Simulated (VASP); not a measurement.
A run of VASP 6.6.1:

INCAR

```
  PREC = Accurate
  ENCUT = 520
  EDIFF = 1E-6
  ISMEAR = -1
  SIGMA = 0.05
  LREAL = F
  LASPH = T
  NELM = 100
  ALGO = Normal
  ISIF = 2
  LWAVE = F
  LCHARG = F
  GGA = PE
  NBANDS = 18
```

KPOINTS

```
Automatic mesh
0
Gamma
  10 10 10
```

Contents of POSCAR:

```
TiAl3
1.0
   -1.8720936454      1.8720936454      4.1932836873
    1.8720936454     -1.8720936454      4.1932836873
    1.8720936454      1.8720936454     -4.1932836873
Ti Al
1 3
Direct
    0.0000000000      0.0000000000      0.0000000000
    0.2500000000      0.7500000000      0.5000000000
    0.7500000000      0.2500000000      0.5000000000
    0.5000000000      0.5000000000      0.0000000000
```

Potentials or basis: VASP PAW PBE potentials, release 64 (Ti_sv, Al).

Launch:

```sh
$ cat potpaw_PBE.64/Ti_sv/POTCAR potpaw_PBE.64/Al/POTCAR > POTCAR
$ mpirun -np 1 vasp_std > vasp.out
```

Hardware: 1 thread of Intel(R) Xeon(R) Platinum 8375C CPU @ 2.90GHz (Ice Lake) (shared host).

How long does it take, and how much memory?

Wall time 2.4 min on 1 thread of Intel(R) Xeon(R) Platinum 8375C CPU @ 2.90GHz (Ice Lake), on a shared host, peak memory 0.29 GiB. Counts: scf iterations 13, k points 102.
